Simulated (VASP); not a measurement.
# Ge (Cmce) in VASP: single point with PBEsol

Aim: the single point of Ge with PBEsol.

Program: VASP 6.6.1. These are calculated values, not measurements. Logs are shortened: lines on timing, memory, paths and dates and some standing lists are left out, and cuts for length are marked.

### Step 1. The cell of the first run

The structure is orthorhombic, space group Cmce (No. 64). The conventional cell has a = 7.042 Å, b = 8.152 Å, c = 7.066 Å, α = 90.00°, β = 90.00°, γ = 90.00°. Ge (site symmetry 1) has 4 Ge at 2.49 to 2.52 Å within 3.3 Å.

### Step 2. Single point, PBEsol

INCAR reads:

```
SYSTEM = Ge
PREC = Accurate
ENCUT = 520
EDIFF = 1E-7
ISMEAR = 0
SIGMA = 0.1
LREAL = .FALSE.
LASPH = .TRUE.
NELM = 100
ALGO = Fast
ISIF = 2
LWAVE = .FALSE.
LCHARG = .TRUE.
GGA = PS
LELF = .TRUE.
LVHAR = .TRUE.
NBANDS = 66
```

KPOINTS reads:

```
regular mesh
0
G
  8 8 6
  0 0 0
```

POSCAR reads:

```
Ge
1.0
    3.5208990000     -4.0762159000      0.0000000000
    3.5208990000      4.0762159000      0.0000000000
    0.0000000000      0.0000000000      7.0656769000
Ge
8
Direct
    0.3122730000      0.0453390000      0.4111820000
    0.4546610000      0.1877270000      0.0888180000
    0.0453390000      0.3122730000      0.5888180000
    0.1877270000      0.4546610000      0.9111820000
    0.9546610000      0.6877270000      0.4111820000
    0.6877270000      0.9546610000      0.5888180000
    0.8122730000      0.5453390000      0.0888180000
    0.5453390000      0.8122730000      0.9111820000
```

Potentials or basis: VASP PAW PBE potentials, release 64 (Ge_d).

Run with:

```console
$ cat potpaw_PBE.64/Ge_d/POTCAR > POTCAR
$ mpirun -np 1 vasp_std > vasp.out
```

OUTCAR:

```text
SYSTEM = Ge
   PREC = Accurate
   ENCUT = 520
   EDIFF = 1E-7
   ISMEAR = 0
   LREAL = .FALSE.
   LASPH = .TRUE.
   NELM = 100
   ISIF = 2
   GGA = PS

 ion  position               nearest neighbor table
   1  0.312  0.045  0.411-   6 2.49   2 2.49   3 2.51   5 2.52
   2  0.455  0.188  0.089-   8 2.49   1 2.49   4 2.51   7 2.52
   3  0.045  0.312  0.589-   5 2.49   4 2.49   1 2.51   6 2.52
   4  0.188  0.455  0.911-   7 2.49   3 2.49   2 2.51   8 2.52
   5  0.955  0.688  0.411-   3 2.49   7 2.49   6 2.51   1 2.52
   6  0.688  0.955  0.589-   1 2.49   8 2.49   5 2.51   3 2.52
   7  0.812  0.545  0.089-   4 2.49   5 2.49   8 2.51   2 2.52
   8  0.545  0.812  0.911-   2 2.49   6 2.49   7 2.51   4 2.52

  LATTYP: Found a base centered orthorhombic cell.
 ALAT       =     7.0417980000
 B/A-ratio  =     1.1577202016
 C/A-ratio  =     1.0033910231

  Lattice vectors:

 A1 = (   3.5208990000,  -4.0762159000,   0.0000000000)
 A2 = (   3.5208990000,   4.0762159000,   0.0000000000)
 A3 = (   0.0000000000,   0.0000000000,   7.0656769000)

Analysis of symmetry for initial positions (statically):
=====================================================================
 Subroutine PRICEL returns:
 Original cell was already a primitive cell.

 Routine SETGRP: Setting up the symmetry group for a
 base centered orthorhombic supercell.

 Subroutine GETGRP returns: Found  8 space group operations
 (whereof  4 operations were pure point group operations)
 out of a pool of  8 trial point group operations.

The static configuration has the point symmetry C_2h.
 The point group associated with its full space group is D_2h.

Analysis of symmetry for dynamics (positions and initial velocities):
=====================================================================
 Subroutine PRICEL returns:
 Original cell was already a primitive cell.

 Routine SETGRP: Setting up the symmetry group for a
 base centered orthorhombic supercell.

 Subroutine GETGRP returns: Found  8 space group operations
 (whereof  4 operations were pure point group operations)
 out of a pool of  8 trial point group operations.

The dynamic configuration has the point symmetry C_2h.
 The point group associated with its full space group is D_2h.

 Subroutine INISYM returns: Found  8 space group operations
 (whereof  4 operations are pure point group operations),
 and found     1 'primitive' translations

----------------------------------------------------------------------------------------

                                     Primitive cell

  volume of cell :     202.8124

  direct lattice vectors                    reciprocal lattice vectors
     3.520899000 -4.076215900  0.000000000     0.142009186 -0.122662786  0.000000000
     3.520899000  4.076215900  0.000000000     0.142009186  0.122662786  0.000000000
     0.000000000  0.000000000  7.065676900     0.000000000  0.000000000  0.141529257

  length of vectors
     5.386303541  5.386303541  7.065676900     0.187650654  0.187650654  0.141529257

  position of ions in fractional coordinates (direct lattice)
     0.312273000  0.045339000  0.411182000
     0.454661000  0.187727000  0.088818000
     0.045339000  0.312273000  0.588818000
     0.187727000  0.454661000  0.911182000
     0.954661000  0.687727000  0.411182000
     0.687727000  0.954661000  0.588818000
     0.812273000  0.545339000  0.088818000
     0.545339000  0.812273000  0.911182000

  ion indices of the primitive-cell ions
   primitive index   ion index
                 1           1
                 2           2
                 3           3
                 4           4
                 5           5
                 6           6
                 7           7
                 8           8

----------------------------------------------------------------------------------------

 KPOINTS: regular mesh

Automatic generation of k-mesh.
 Grid dimensions read from file:
 generate k-points for:    8    8    6

 Generating k-lattice:

  Cartesian coordinates                     Fractional coordinates (reciprocal lattice)
     0.017751148 -0.015332848  0.000000000     0.125000000  0.000000000  0.000000000
     0.017751148  0.015332848  0.000000000     0.000000000  0.125000000  0.000000000
     0.000000000  0.000000000  0.023588209     0.000000000  0.000000000  0.166666667

  Length of vectors
     0.023456332  0.023456332  0.023588209

  Shift w.r.t. Gamma in fractional coordinates (k-lattice)
     0.000000000  0.000000000  0.000000000

 Subroutine IBZKPT returns following result:
 ===========================================

 Found     84 irreducible k-points:

 Following reciprocal coordinates:
            Coordinates               Weight
  0.000000  0.000000  0.000000      1.000000
  0.125000  0.000000  0.000000      4.000000
  0.250000  0.000000  0.000000      4.000000
  0.375000  0.000000  0.000000      4.000000
  0.500000  0.000000  0.000000      2.000000
  0.125000  0.125000  0.000000      2.000000
[... 16 lines left out ...]
  0.125000  0.000000  0.166667      8.000000
  0.250000  0.000000  0.166667      8.000000
 [... further k-points ...]
   k-points           NKPTS =     84   k-points in BZ     NKDIM =     84   number of bands    NBANDS=     66
   number of dos      NEDOS =    301   number of ions     NIONS =      8
   total plane-waves  NPLWV =  86400
   dimension x,y,z NGX =    40 NGY =   40 NGZ =   54
   dimension x,y,z NGXF=    80 NGYF=   80 NGZF=  108
   ions per type =               8
   NGX,Y,Z   is equivalent  to a cutoff of  12.35, 12.35, 12.71 a.u.
   NGXF,Y,Z  is equivalent  to a cutoff of  24.69, 24.69, 25.41 a.u.
 SYSTEM =  Ge
   PREC   = accura    normal or accurate (medium, high low for compatibility)
   ISTART =      0    job   : 0-new  1-cont  2-samecut
   ICHARG =      2    charge: 1-file 2-atom 10-const
   ISPIN  =      1    spin polarized calculation?
   LNONCOLLINEAR =      F non collinear calculations
   LSORBIT =      F    spin-orbit coupling
   LASPH  =      T    aspherical Exc in radial PAW
   ENCUT  =  520.0 eV  38.22 Ry    6.18 a.u.  10.01 10.01 13.14*2*pi/ulx,y,z
   NELM   =    100;   NELMIN=  2; NELMDL= -5     # of ELM steps
   EDIFF  = 0.1E-06   stopping-criterion for ELM
   LREAL  =      F    real-space projection
   EDIFFG = 0.1E-05   stopping-criterion for IOM
   NSW    =      0    number of steps for IOM
   IBRION =     -1    ionic relax: 0-MD 1-quasi-New 2-CG
   NFREE  =      0    steps in history (QN), initial steepest desc. (CG)
   ISIF   =      2    stress and relaxation
   ISYM   =      2    0-nonsym 1-usesym 2-fastsym
   POTIM  = 0.5000    time-step for ionic-motion
   TEBEG  =    0.0;   TEEND  =   0.0 temperature during run
   PSTRESS=    0.0 pullay stress
   NELECT =     112.0000    total number of electrons
   NUPDOWN=      -1.0000    fix difference up-down
   EMIN   =  10.00;   EMAX   =-10.00  energy-range for DOS
   EFERMI =   0.00;   METHOD = LEGACY
   ISMEAR =     0;   SIGMA  =   0.10  broadening in eV -4-tet -1-fermi 0-gaus
   EFERMI_NEDOS =   21; number of points for ismear=-14 and -15
   IALGO  =     68    algorithm
   IMIX   =      4    mixing-type and parameters
     AMIX     =   0.40;   BMIX     =  1.00
     AMIX_MAG =   1.60;   BMIX_MAG =  1.00
  volume/ion in A,a.u.               =      25.35       171.08
  Fermi-wavevector in a.u.,A,eV,Ry     =   1.343124  2.538136 24.544654  1.803981
  Thomas-Fermi vector in A             =   2.471223
   LORBIT       =      0    0 simple, 1 ext, 2 COOP (PROOUT), +10 PAW based schemes
   GGA     = PS    functional components
   LHFCALC =     F    Hartree Fock is set to
   AEXX    =    0.0000 exact exchange contribution
   IVDW    =     0    specifies the selected vdW correction
   LEPSILON=     F    determine dielectric tensor
   LRPA    =     F    only Hartree local field effects (RPA)
 non-spin polarized calculation
 RMM-DIIS sequential band-by-band and
 Gauss-broadening in eV      SIGMA  =   0.10
  energy-cutoff  :      520.00
  volume of cell :      202.81
 maximum number of plane-waves:      5502
   NGX = 21   NGY = 21   NGZ = 27

 number of electron     111.9999928 magnetization

 Free energy of the ion-electron system (eV)
  ---------------------------------------------------
  ext. energy  EPLUGINS =         0.00000000
  ---------------------------------------------------
  free energy    TOTEN  =       -38.64777472 eV

  energy without entropy =      -38.64718418  energy(sigma->0) =      -38.64747945

 E-fermi :   3.8612     XC(G=0):  -9.5098

 val. band max:        3.8441888353   @ k =   0.5000   0.5000   0.0000
 cond. band min:       3.9716548377   @ k =   0.2500   0.2500   0.0000
 fundamental gap:      0.1274660025
 Fermi energy:         3.8612411817

 k-point     1 :       0.0000    0.0000    0.0000
  band No.  band energies     occupation
      1     -20.8642      2.00000
      2     -20.8613      2.00000
      3     -20.8594      2.00000
      4     -20.8583      2.00000
      5     -20.8473      2.00000
      6     -20.8409      2.00000
[... 58 lines left out ...]
     65       7.9699      0.00000
     66       8.5646      0.00000

 k-point     2 :       0.1250    0.0000    0.0000
  band No.  band energies     occupation
      1     -20.8647      2.00000
      2     -20.8638      2.00000
      3     -20.8608      2.00000
      4     -20.8564      2.00000
      5     -20.8441      2.00000
      6     -20.8408      2.00000
[... 58 lines left out ...]
     65       8.1885      0.00000
     66       8.4724      0.00000

 k-point     3 :       0.2500    0.0000    0.0000
  band No.  band energies     occupation
      1     -20.8684      2.00000
      2     -20.8679      2.00000
      3     -20.8594      2.00000
      4     -20.8543      2.00000
      5     -20.8407      2.00000
      6     -20.8396      2.00000
[... 1438 lines left out ...]
     65       7.7404      0.00000
     66       8.0381      0.00000

 k-point    24 :       0.2500    0.0000    0.1667
  band No.  band energies     occupation
      1     -20.8669      2.00000
      2     -20.8658      2.00000
      3     -20.8594      2.00000
      4     -20.8542      2.00000
      5     -20.8426      2.00000
      6     -20.8407      2.00000
[... 58 lines left out ...]
     65       8.0823      0.00000
     66       8.5516      0.00000

 [... further k-points ...]

------------------------ aborting loop because EDIFF is reached ----------------------------------------

  FORCE on cell =-STRESS in cart. coord.  units (eV):
  Direction    XX          YY          ZZ          XY          YZ          ZX
  --------------------------------------------------------------------------------------
  -------------------------------------------------------------------------------------
  Total       -3.1522864     -3.2195451     -3.3465278      0.0000000      0.0000000      0.0000000
  in kB      -24.9024303    -25.4337608    -26.4368983      0.0000000      0.0000000      0.0000000
  external PRESSURE =     -25.5910298 kB  Pullay stress =       0.0000000 kB

 VOLUME and BASIS-vectors are now :
 -----------------------------------------------------------------------------
  energy-cutoff  :      520.00
  volume of cell :      202.81
      direct lattice vectors                 reciprocal lattice vectors
     3.520899000 -4.076215900  0.000000000     0.142009186 -0.122662786  0.000000000
     3.520899000  4.076215900  0.000000000     0.142009186  0.122662786  0.000000000
     0.000000000  0.000000000  7.065676900     0.000000000  0.000000000  0.141529257

 POSITION                                       TOTAL-FORCE (eV/Angst)
 -----------------------------------------------------------------------------------
      1.25912     -1.08808      2.90528        -0.023258      0.007093      0.012073
      2.26178     -1.08808      0.62756         0.023258      0.007093     -0.012073
      1.25912      1.08808      4.16040        -0.023258     -0.007093     -0.012073
      2.26178      1.08808      6.43812         0.023258     -0.007093      0.012073
      5.78268     -1.08808      2.90528         0.023258      0.007093      0.012073
      5.78268      1.08808      4.16040         0.023258     -0.007093     -0.012073
      4.78001     -1.08808      0.62756        -0.023258      0.007093     -0.012073
      4.78001      1.08808      6.43812        -0.023258     -0.007093      0.012073
 -----------------------------------------------------------------------------------
    total drift:                               -0.000000      0.000000      0.000000

  FREE ENERGIE OF THE ION-ELECTRON SYSTEM (eV)
  ---------------------------------------------------
  free  energy   TOTEN  =       -38.6477747163 eV

  energy  without entropy=      -38.6471841775  energy(sigma->0) =      -38.64747945
```

Run time: 35 min. Hardware: 1 thread of Oxide Virtual Turin-like, shared host; peak memory 0.75 GiB.

Results:

```
Free energy            : -38.6478 eV
Pressure               : -2.6 GPa
Largest force          : 0.027 eV/Å
Band gap on the k mesh : zero (filled and empty bands touch)
```

Forces in eV/Å, atoms in the order of the input:
```
Ge  -0.023  0.007  0.012
Ge   0.023  0.007 -0.012
Ge  -0.023 -0.007 -0.012
Ge   0.023 -0.007  0.012
Ge   0.023  0.007  0.012
Ge   0.023 -0.007 -0.012
Ge  -0.023  0.007 -0.012
Ge  -0.023 -0.007  0.012
```

Caveat: semilocal functionals underestimate gaps, and a narrow one can read as zero; the PAW data sets were made with another functional, which shifts forces and pressure a little.

The gap in the log of VASP goes by the Fermi energy; the results here count the filled bands.